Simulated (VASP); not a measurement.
# P (P6_3/mmc) in VASP: notebook

The runs below take P through electric field gradients, with PBE.

All numbers are computed with VASP 6.6.1; they aren't measurements. Logs are shortened: lines on timing, memory, paths and dates and some standing lists are left out, and cuts for length are marked.

### Step 1. The cell of the first run

It takes space group P6_3/mmc (No. 194, hexagonal). The conventional cell has a = 2.728 Å, b = 2.728 Å, c = 4.626 Å, α = 90.00°, β = 90.00°, γ = 120.00°. Within 3.6 Å of P (site symmetry -6m2) lie 12 P at 2.73 to 2.80 Å.

This isn't the form of P at room conditions, which is orthorhombic.

### Step 2. Electric field gradients, PBE (14.90 Å³/atom)

INCAR

```
ALGO = Normal
EDIFF = 1E-8
ENCUT = 520
GGA = PE
ISIF = 2
ISMEAR = -1
LASPH = T
LCHARG = F
LEFG = T
LREAL = F
LWAVE = F
NBANDS = 12
NELM = 100
PREC = Accurate
SIGMA = 0.05
```

KPOINTS

```
k-points
0
Gamma
  15 15 8
```

POSCAR

```
P
1.0
    2.7277421120      0.0000000000      0.0000000000
   -1.3638710560      2.3622939640      0.0000000000
    0.0000000000      0.0000000000      4.6256045026
P
2
Direct
    0.3333333333      0.6666666667      0.2500000000
    0.6666666667      0.3333333333      0.7500000000
```

Potentials or basis: VASP PAW PBE potentials, release 64 (P).

Command:

```
cat potpaw_PBE.64/P/POTCAR > POTCAR
mpirun -np 1 vasp_std > vasp.out
```

OUTCAR:

```text
EDIFF = 1E-8
   ENCUT = 520
   GGA = PE
   ISIF = 2
   ISMEAR = -1
   LASPH = T
   LREAL = F
   NELM = 100
   PREC = Accurate

 ion  position               nearest neighbor table
   1  0.333  0.667  0.250-   2 2.80   2 2.80   2 2.80   2 2.80   2 2.80   2 2.80
   2  0.667  0.333  0.750-   1 2.80   1 2.80   1 2.80   1 2.80   1 2.80   1 2.80

  LATTYP: Found a hexagonal cell.
 ALAT       =     2.7277421120
 C/A-ratio  =     1.6957631303

  Lattice vectors:

 A1 = (   2.7277421120,   0.0000000000,   0.0000000000)
 A2 = (  -1.3638710560,   2.3622939640,   0.0000000000)
 A3 = (   0.0000000000,   0.0000000000,   4.6256045026)

Analysis of symmetry for initial positions (statically):
=====================================================================
 Subroutine PRICEL returns:
 Original cell was already a primitive cell.

 Routine SETGRP: Setting up the symmetry group for a
 hexagonal supercell.

 Subroutine GETGRP returns: Found 24 space group operations
 (whereof 12 operations were pure point group operations)
 out of a pool of 24 trial point group operations.

The static configuration has the point symmetry D_3d.
 The point group associated with its full space group is D_6h.

Analysis of symmetry for dynamics (positions and initial velocities):
=====================================================================
 Subroutine PRICEL returns:
 Original cell was already a primitive cell.

 Routine SETGRP: Setting up the symmetry group for a
 hexagonal supercell.

 Subroutine GETGRP returns: Found 24 space group operations
 (whereof 12 operations were pure point group operations)
 out of a pool of 24 trial point group operations.

The dynamic configuration has the point symmetry D_3d.
 The point group associated with its full space group is D_6h.

 Subroutine INISYM returns: Found 24 space group operations
 (whereof 12 operations are pure point group operations),
 and found     1 'primitive' translations

----------------------------------------------------------------------------------------

                                     Primitive cell

  volume of cell :      29.8061

  direct lattice vectors                    reciprocal lattice vectors
     2.727742112  0.000000000  0.000000000     0.366603571  0.211658671  0.000000000
    -1.363871056  2.362293964  0.000000000     0.000000000  0.423317341  0.000000000
     0.000000000  0.000000000  4.625604503     0.000000000  0.000000000  0.216187960

  length of vectors
     2.727742112  2.727742112  4.625604503     0.423317341  0.423317341  0.216187960

  position of ions in fractional coordinates (direct lattice)
     0.333333333  0.666666667  0.250000000
     0.666666667  0.333333333  0.750000000

  ion indices of the primitive-cell ions
   primitive index   ion index
                 1           1
                 2           2

----------------------------------------------------------------------------------------

 KPOINTS: k-points

Automatic generation of k-mesh.
 Grid dimensions read from file:
 generate k-points for:   15   15    8

 Generating k-lattice:

  Cartesian coordinates                     Fractional coordinates (reciprocal lattice)
     0.024440238  0.014110578  0.000000000     0.066666667 -0.000000000  0.000000000
     0.000000000  0.028221156  0.000000000     0.000000000  0.066666667  0.000000000
     0.000000000  0.000000000  0.027023495     0.000000000  0.000000000  0.125000000

  Length of vectors
     0.028221156  0.028221156  0.027023495

  Shift w.r.t. Gamma in fractional coordinates (k-lattice)
     0.000000000  0.000000000  0.000000000

 Subroutine IBZKPT returns following result:
 ===========================================

 Found    135 irreducible k-points:

 Following reciprocal coordinates:
            Coordinates               Weight
  0.000000  0.000000  0.000000      1.000000
[... 32 lines left out ...]
 SYSTEM =  unknown system
   PREC   = accura    normal or accurate (medium, high low for compatibility)
   ISTART =      0    job   : 0-new  1-cont  2-samecut
   ICHARG =      2    charge: 1-file 2-atom 10-const
   ISPIN  =      1    spin polarized calculation?
   LNONCOLLINEAR =      F non collinear calculations
   LSORBIT =      F    spin-orbit coupling
   LASPH  =      T    aspherical Exc in radial PAW
   ENCUT  =  520.0 eV  38.22 Ry    6.18 a.u.   5.07  5.07  8.60*2*pi/ulx,y,z
   NELM   =    100;   NELMIN=  2; NELMDL= -5     # of ELM steps
   EDIFF  = 0.1E-07   stopping-criterion for ELM
   LREAL  =      F    real-space projection
   EDIFFG = 0.1E-06   stopping-criterion for IOM
   NSW    =      0    number of steps for IOM
   IBRION =     -1    ionic relax: 0-MD 1-quasi-New 2-CG
   NFREE  =      0    steps in history (QN), initial steepest desc. (CG)
   ISIF   =      2    stress and relaxation
   ISYM   =      2    0-nonsym 1-usesym 2-fastsym
   POTIM  = 0.5000    time-step for ionic-motion
   TEBEG  =    0.0;   TEEND  =   0.0 temperature during run
   PSTRESS=    0.0 pullay stress
   NELECT =      10.0000    total number of electrons
   NUPDOWN=      -1.0000    fix difference up-down
   EMIN   =  10.00;   EMAX   =-10.00  energy-range for DOS
   EFERMI =   0.00;   METHOD = LEGACY
   ISMEAR =    -1;   SIGMA  =   0.05  broadening in eV -4-tet -1-fermi 0-gaus
   EFERMI_NEDOS =   21; number of points for ismear=-14 and -15
   IALGO  =     38    algorithm
   IMIX   =      4    mixing-type and parameters
     AMIX     =   0.40;   BMIX     =  1.00
     AMIX_MAG =   1.60;   BMIX_MAG =  1.00
  volume/ion in A,a.u.               =      14.90       100.57
  Fermi-wavevector in a.u.,A,eV,Ry     =   1.137556  2.149670 17.606407  1.294034
  Thomas-Fermi vector in A             =   2.274261
   LORBIT       =      0    0 simple, 1 ext, 2 COOP (PROOUT), +10 PAW based schemes
   GGA     = PE    functional components
   LHFCALC =     F    Hartree Fock is set to
   AEXX    =    0.0000 exact exchange contribution
   IVDW    =     0    specifies the selected vdW correction
   LEPSILON=     F    determine dielectric tensor
   LRPA    =     F    only Hartree local field effects (RPA)
 non-spin polarized calculation
  energy-cutoff  :      520.00
  volume of cell :       29.81
 maximum number of plane-waves:       825
   NGX = 11   NGY = 11   NGZ = 17

 number of electron      10.0000002 magnetization

 Free energy of the ion-electron system (eV)
  ---------------------------------------------------
  ext. energy  EPLUGINS =         0.00000000
  ---------------------------------------------------
  free energy    TOTEN  =        -9.12904805 eV

  energy without entropy =       -9.12125103  energy(sigma->0) =       -9.12514954

 E-fermi :   9.4976     XC(G=0): -11.3710

 val. band max:        9.4479700234   @ k =   0.2667   0.0667   0.1250
 cond. band min:       9.5054621262   @ k =   0.4667   0.0667   0.0000
 fundamental gap:      0.0574921028
 Fermi energy:         9.4975710034

 k-point     1 :       0.0000    0.0000    0.0000
  band No.  band energies     occupation
      1      -6.6477      2.00000
      2      -1.4689      2.00000
      3       1.5191      2.00000
      4      14.4760      0.00000
      5      14.4760      0.00000
      6      15.4198      0.00000
      7      16.0734      0.00000
      8      16.0734      0.00000
      9      19.8628      0.00000
     10      20.1920      0.00000
     11      21.2014      0.00000
     12      21.2014      0.00000
[... 331 lines left out ...]
 k-point    24 :       0.4000    0.2000    0.0000
  band No.  band energies     occupation
      1      -0.4850      2.00000
      2       0.7509      2.00000
      3       4.5917      2.00000
      4       5.9988      2.00000
      5       6.4165      2.00000
      6       7.1280      2.00000
      7       8.9406      1.99997
      8      10.2092      0.00000
      9      14.6586      0.00000
     10      20.1706      0.00000
     11      22.9295      0.00000
     12      24.3590      0.00000

 [... further k-points ...]

------------------------ aborting loop because EDIFF is reached ----------------------------------------

  FORCE on cell =-STRESS in cart. coord.  units (eV):
  Direction    XX          YY          ZZ          XY          YZ          ZX
  --------------------------------------------------------------------------------------
  -------------------------------------------------------------------------------------
  Total       -0.4298212     -0.4298212     -0.4075311      0.0000000      0.0000000      0.0000000
  in kB      -23.1042947    -23.1042947    -21.9061248      0.0000000      0.0000000      0.0000000
  external PRESSURE =     -22.7049047 kB  Pullay stress =       0.0000000 kB

 VOLUME and BASIS-vectors are now :
 -----------------------------------------------------------------------------
  energy-cutoff  :      520.00
  volume of cell :       29.81
      direct lattice vectors                 reciprocal lattice vectors
     2.727742112  0.000000000  0.000000000     0.366603571  0.211658671  0.000000000
    -1.363871056  2.362293964  0.000000000     0.000000000  0.423317341  0.000000000
     0.000000000  0.000000000  4.625604503     0.000000000  0.000000000  0.216187960

 POSITION                                       TOTAL-FORCE (eV/Angst)
 -----------------------------------------------------------------------------------
     -0.00000      1.57486      1.15640         0.000000      0.000000      0.000000
      1.36387      0.78743      3.46920        -0.000000      0.000000      0.000000
 -----------------------------------------------------------------------------------
    total drift:                               -0.000000      0.000000      0.000000

  FREE ENERGIE OF THE ION-ELECTRON SYSTEM (eV)
  ---------------------------------------------------
  free  energy   TOTEN  =        -9.1290480506 eV

  energy  without entropy=       -9.1212510324  energy(sigma->0) =       -9.12514954

 Electric field gradients (V/A^2)
---------------------------------------------------------------------
 ion       V_xx      V_yy      V_zz      V_xy      V_xz      V_yz
---------------------------------------------------------------------
   1       0.266     0.265    -0.531    -0.001     0.000    -0.000
   2       0.266     0.265    -0.531    -0.001    -0.000     0.000
---------------------------------------------------------------------

 Electric field gradients after diagonalization (V/A^2)
 (convention: |V_zz| > |V_xx| > |V_yy|)
----------------------------------------------------------------------
 ion       V_xx      V_yy      V_zz     asymmetry (V_yy - V_xx)/ V_zz
----------------------------------------------------------------------
   1       0.266     0.265    -0.531       0.002
   2       0.266     0.265    -0.531       0.002
----------------------------------------------------------------------

           NMR quadrupolar parameters

 Cq : quadrupolar parameter    Cq=e*Q*V_zz/h
 eta: asymmetry parameters     (V_yy - V_xx)/ V_zz
 Q  : nuclear electric quadrupole moment in mb (millibarn)
----------------------------------------------------------------------
 ion       Cq(MHz)       eta       Q (mb)
----------------------------------------------------------------------
   1      -0.001       0.002       1.000
   2      -0.001       0.002       1.000
----------------------------------------------------------------------
```

Run time: 15 s. Hardware: 1 thread of Intel Xeon 6975P-C (Granite Rapids), shared host; peak memory 0.15 GiB.

What came out:

```
Free energy                             : -9.1290 eV
Pressure                                : -2.3 GPa
Band gap on the k mesh                  : zero (bands 5 and 6 overlap by 10.48 eV)
Largest electric field gradient by atom : P -0.5 V/Å²
```

Levels at points of the mesh, in eV from the Fermi level:
| k point | band 3 | band 4 | band 5 | band 6 | band 7 | band 8 |
| --- | --- | --- | --- | --- | --- | --- |
| (0.00, 0.00, 0.00) | -7.98 | 4.98 | 4.98 | 5.92 | 6.58 | 6.58 |
| (0.00, 0.00, 0.50) | -1.52 | -1.52 | 5.83 | 5.83 | 5.83 | 5.83 |

Electric field gradients, principal values (V/Å²):
```csv
atom,least,middle,greatest (by size)
1 P,0.265,0.266,-0.531
2 P,0.265,0.266,-0.531
```

Caveat: without QUAD_EFG the Cq values of the log hold for a quadrupole moment of 1 mb, not for the nuclei.

(Part 1 of 2 ends here.)
